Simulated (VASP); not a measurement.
# AlNi3 (Pm-3m) in VASP: settings compared, part 2 of 2

VASP 6.6.1. The steps go on from the part before.

### 3 Single point, revPBE

Input file INCAR:

```
SYSTEM = AlNi3
PREC = Accurate
ENCUT = 520
EDIFF = 1E-6
ISMEAR = 0
SIGMA = 0.1
LREAL = .FALSE.
LASPH = .TRUE.
NELM = 100
ALGO = Normal
ISIF = 2
LWAVE = .FALSE.
LCHARG = .FALSE.
GGA = RE
ISYM = 0
NBANDS = 24
```

Input file KPOINTS:

```
regular mesh
0
G
  4 5 1
  0 0 0
```

Input file POSCAR:

```
AlNi3
1.0
    3.5230547267      0.0000000000      0.0000000000
    0.0000000000      3.5230547267      0.0000000000
    0.0000000000      0.0000000000      3.5230547267
Al Ni
1 3
Direct
    0.0000000000      0.0000000000      0.0000000000
    0.0000000000      0.5000000000      0.5000000000
    0.5000000000      0.0000000000      0.5000000000
    0.5000000000      0.5000000000      0.0000000000
```

Potentials or basis: VASP PAW PBE potentials, release 64 (Al, Ni).

Launch:

```sh
cat potpaw_PBE.64/Al/POTCAR potpaw_PBE.64/Ni/POTCAR > POTCAR
mpirun -np 1 vasp_std > vasp.out
```

OUTCAR:

```text
SYSTEM = AlNi3
   PREC = Accurate
   ENCUT = 520
   EDIFF = 1E-6
   ISMEAR = 0
   LREAL = .FALSE.
   LASPH = .TRUE.
   NELM = 100
   ISIF = 2
   GGA = RE
   ISYM = 0

 ion  position               nearest neighbor table
   1  0.000  0.000  0.000-   2 2.49   3 2.49   4 2.49   2 2.49   3 2.49   2 2.49   4 2.49   2 2.49
                             3 2.49   4 2.49   3 2.49   4 2.49
   2  0.000  0.500  0.500-   1 2.49   3 2.49   4 2.49   1 2.49   4 2.49   1 2.49   3 2.49   1 2.49
                             3 2.49   4 2.49   4 2.49   3 2.49
   3  0.500  0.000  0.500-   1 2.49   2 2.49   4 2.49   1 2.49   4 2.49   2 2.49   4 2.49   4 2.49
                             1 2.49   2 2.49   1 2.49   2 2.49
   4  0.500  0.500  0.000-   1 2.49   2 2.49   3 2.49   2 2.49   3 2.49   1 2.49   3 2.49   3 2.49
                             1 2.49   2 2.49   2 2.49   1 2.49

IMPORTANT INFORMATION: All symmetrisations will be switched off!
NOSYMM: (Re-)initialisation of all symmetry stuff for point group C_1.

----------------------------------------------------------------------------------------

                                     Primitive cell

  volume of cell :      43.7279

[... 152 lines left out ...]
 cond. band min:      10.5362818942   @ k =   0.0000   0.0000   0.0000
 fundamental gap:      0.1333751451
 Fermi energy:        10.5181305901

 k-point     1 :       0.0000    0.0000    0.0000
  band No.  band energies     occupation
      1      -0.1659      2.00000
      2       5.8188      2.00000
      3       6.5200      2.00000
      4       6.6150      2.00000
      5       7.0439      2.00000
      6       7.0616      2.00000
[... 286 lines left out ...]
     23      20.5187      0.00000
     24      21.2680      0.00000

------------------------ aborting loop because EDIFF is reached ----------------------------------------

  FORCE on cell =-STRESS in cart. coord.  units (eV):
  Direction    XX          YY          ZZ          XY          YZ          ZX
  --------------------------------------------------------------------------------------
  -------------------------------------------------------------------------------------
  Total        6.7105015      6.9018849     -5.3715676      0.0000111     -0.0000005     -0.0000106
  in kB      245.8710485    252.8832857   -196.8128560      0.0004060     -0.0000183     -0.0003902
  external PRESSURE =     100.6471594 kB  Pullay stress =       0.0000000 kB

 VOLUME and BASIS-vectors are now :
 -----------------------------------------------------------------------------
  energy-cutoff  :      520.00
  volume of cell :       43.73
      direct lattice vectors                 reciprocal lattice vectors
     3.523054727  0.000000000  0.000000000     0.283844583  0.000000000  0.000000000
     0.000000000  3.523054727  0.000000000     0.000000000  0.283844583  0.000000000
     0.000000000  0.000000000  3.523054727     0.000000000  0.000000000  0.283844583

 POSITION                                       TOTAL-FORCE (eV/Angst)
 -----------------------------------------------------------------------------------
      0.00000      0.00000      0.00000        -0.000001      0.000000      0.000001
      0.00000      1.76153      1.76153        -0.000000      0.000001     -0.000005
      1.76153      0.00000      1.76153         0.000001     -0.000001      0.000000
      1.76153      1.76153      0.00000         0.000001     -0.000000      0.000005
 -----------------------------------------------------------------------------------
    total drift:                                0.000002     -0.000001      0.000000

  FREE ENERGIE OF THE ION-ELECTRON SYSTEM (eV)
  ---------------------------------------------------
  free  energy   TOTEN  =       -20.6095803430 eV

  energy  without entropy=      -20.5930224526  energy(sigma->0) =      -20.60130140
```

OSZICAR:

```text
N       E                     dE             d eps       ncg     rms          rms(c)
DAV:   1     0.191581595883E+03    0.19158E+03   -0.14308E+04   536   0.177E+03
DAV:   2    -0.144805696689E+02   -0.20606E+03   -0.19422E+03   528   0.322E+02
DAV:   3    -0.235071844306E+02   -0.90266E+01   -0.87439E+01   648   0.927E+01
DAV:   4    -0.236388338423E+02   -0.13165E+00   -0.13159E+00   624   0.994E+00
DAV:   5    -0.236436819414E+02   -0.48481E-02   -0.48479E-02   688   0.177E+00    0.180E+01
DAV:   6    -0.248616764893E+02   -0.12180E+01   -0.31613E+01   616   0.112E+02    0.204E+01
DAV:   7    -0.213310584942E+02    0.35306E+01   -0.16244E+01   624   0.960E+01    0.917E+00
DAV:   8    -0.206738958549E+02    0.65716E+00   -0.26913E+00   712   0.553E+01    0.322E+00
DAV:   9    -0.206343682781E+02    0.39528E-01   -0.52487E-01   704   0.150E+01    0.187E+00
DAV:  10    -0.206131887605E+02    0.21180E-01   -0.91895E-02   648   0.724E+00    0.732E-01
DAV:  11    -0.206112855240E+02    0.19032E-02   -0.14953E-02   664   0.379E+00    0.539E-01
DAV:  12    -0.206096708578E+02    0.16147E-02   -0.56029E-03   680   0.232E+00    0.200E-01
DAV:  13    -0.206096262026E+02    0.44655E-04   -0.76375E-04   744   0.571E-01    0.110E-01
DAV:  14    -0.206096014010E+02    0.24802E-04   -0.21212E-04   640   0.229E-01    0.466E-02
DAV:  15    -0.206095812795E+02    0.20122E-04   -0.30028E-05   656   0.162E-01    0.105E-02
DAV:  16    -0.206095803430E+02    0.93647E-06   -0.95225E-06   592   0.377E-02
   1 F= -.20609580E+02 E0= -.20601301E+02  d E =-.165579E-01
```

stdout:

```text
POSCAR found type information on POSCAR AlNi
 POSCAR found :  2 types and       4 ions
 scaLAPACK will be used
 -----------------------------------------------------------------------------
|                                                                             |
|                                                                             |
|     You enforced a specific xc type in the INCAR file but a different       |
[... 22 lines left out ...]
 -----------------------------------------------------------------------------

 POSCAR, INCAR and KPOINTS ok, starting setup
 FFT: planning ... GRIDC
 FFT: planning ... GRID_SOFT
 FFT: planning ... GRID
 WAVECAR not read
 entering main loop
```

It took 10 s on 1 thread of Intel Xeon Platinum 8488C (Sapphire Rapids), shared host; peak memory 0.15 GiB.

The run converged, but its numbers aren't listed here, since they failed a check.

Caveat: the k points lie up to 1.78 Å⁻¹ apart; the PAW data sets were made with another functional, which shifts forces and pressure a little.

### 4 Single point, PBE+U

Input file INCAR:

```
SYSTEM = AlNi3
  ALGO = Normal
  EDIFF = 1E-6
  ENCUT = 590
  GGA = PE
  GGA_COMPAT = .FALSE.
  ISIF = 2
  ISMEAR = 0
  LASPH = .TRUE.
  LCHARG = .FALSE.
  LDAU = .TRUE.
  LDAUJ = 0 0
  LDAUL = -1 2
  LDAUPRINT = 1
  LDAUTYPE = 2
  LDAUU = 0 4.7
  LMAXMIX = 4
  LREAL = .FALSE.
  LWAVE = .FALSE.
  NBANDS = 36
  NELM = 200
  PREC = Accurate
  SIGMA = 0.1
```

Input file KPOINTS:

```
k-points
0
G
  2 2 2
  0 0 0
```

POSCAR is that of step 3.

Potentials or basis: VASP PAW PBE potentials, release 64 (Al, Ni_sv_GW).

Launch:

```sh
cat potpaw_PBE.64/Al/POTCAR potpaw_PBE.64/Ni_sv_GW/POTCAR > POTCAR
mpirun -np 1 vasp_std > vasp.out
```

It used 17 s of CPU time on 1 thread of AMD EPYC 7R13 Processor (Zen 3), on a shared host.

It converged, with:

* Free energy: -13.5437 eV
* Pressure: 1.2 GPa

Levels at points of the mesh, in eV from the Fermi level:
| k point | band 26 | band 27 | band 28 | band 29 | band 30 | band 31 |
| --- | --- | --- | --- | --- | --- | --- |
| (0.00, 0.00, 0.00) | 0.05 | 0.05 | 0.05 | 1.08 | 1.08 | 1.08 |
| (0.50, 0.00, 0.00) | -1.38 | -1.38 | -1.13 | 0.05 | 5.73 | 5.73 |
| (0.50, 0.50, 0.00) | -1.64 | -1.45 | -0.92 | -0.87 | 0.86 | 0.86 |
| (0.50, 0.50, 0.50) | -1.56 | -1.56 | -0.28 | -0.28 | -0.28 | -0.02 |

Eigenvalues of the final occupation matrices:
```csv
site,spin,trace,eigenvalues
site 2 d,1,3.99,0.71 0.71 0.83 0.85 0.88
site 2 d,2,3.99,0.71 0.71 0.83 0.85 0.88
site 3 d,1,3.99,0.71 0.71 0.83 0.85 0.88
site 3 d,2,3.99,0.71 0.71 0.83 0.85 0.88
site 4 d,1,3.99,0.71 0.71 0.83 0.85 0.88
site 4 d,2,3.99,0.71 0.71 0.83 0.85 0.88
```

Caveat: the k points lie up to 0.89 Å⁻¹ apart; U without spin polarisation on a metal has little footing; the U is typed as a test and isn't derived for this compound. Spin polarisation is off, so any magnetic state and its effect on volume and gap are missing.

### 5 Single point, PBE+D3(BJ)

Input file INCAR:

```
SYSTEM = AlNi3
  PREC = Accurate
  ENCUT = 590
  EDIFF = 1E-6
  ISMEAR = 0
  SIGMA = 0.1
  LREAL = .FALSE.
  LASPH = .TRUE.
  NELM = 120
  ALGO = Normal
  ISIF = 2
  LWAVE = .FALSE.
  LCHARG = .TRUE.
  GGA = PE
  IVDW = 12
  LELF = .TRUE.
  LVHAR = .TRUE.
  NBANDS = 36
  GGA_COMPAT = .FALSE.
```

Input file KPOINTS:

```
regular mesh
0
G
  2 2 2
  0 0 0
```

POSCAR is that of step 4.

Launch:

```sh
cat potpaw_PBE.64/Al/POTCAR potpaw_PBE.64/Ni_sv_GW/POTCAR > POTCAR
mpirun -np 1 vasp_std > vasp.out
```

It took 14 s on 1 thread of Intel Xeon 6975P-C (Granite Rapids), shared host; peak memory 0.17 GiB.

It converged, with:

| Item | Value |
| --- | --- |
| Free energy | -26.7198 eV |
| Pressure | -4.1 GPa |
| Dispersion energy per atom | -0.473 eV |

Levels at points of the mesh, in eV from the Fermi level:
```
           k point  band 26  band 27  band 28  band 29  band 30  band 31
(0.00, 0.00, 0.00)     0.05     0.05     0.05     0.86     0.86     0.86
(0.50, 0.00, 0.00)    -1.15    -0.96    -0.49     0.05     5.68     5.68
(0.50, 0.50, 0.00)    -1.26    -0.91    -0.86    -0.49     0.98     0.98
(0.50, 0.50, 0.50)    -0.97    -0.97    -0.33    -0.10    -0.10    -0.10
```

Caveat: the k points lie up to 0.89 Å⁻¹ apart; three body term missing; pairwise dispersion overbinds metals, which lowers pressure and volume.

### 6 Overview

```csv
level,potentials or basis,U,k mesh,cutoff (eV),second run,gap on the mesh (eV),pressure (GPa)
PBEsol,"VASP PAW PBE potentials, release 64 (Al, Ni)",-,4 × 4 × 4,520,-,none,-1.1
PBE+U,"VASP PAW PBE potentials, release 64 (Al, Ni_sv_GW)",Ni d U = 4.7 eV,2 × 2 × 2,590,valence_matched,none,1.2
PBE+D3(BJ),"VASP PAW PBE potentials, release 64 (Al, Ni_sv_GW)",-,2 × 2 × 2,590,valence_matched,none,-4.1
```

Alike in all rows: task single point; no spin polarisation; cell as given; smearing gaussian 0.1 eV.

Caveats: all runs use coarse meshes; the PAW data sets were made with another functional, which shifts forces and pressure a little (some runs); U without spin polarisation on a metal has little footing (some runs); the U is typed as a test and isn't derived for this compound (some runs); three body term missing (some runs); pairwise dispersion overbinds metals, which lowers pressure and volume (some runs).

Absolute energies hang on the potentials; compare differences alone.
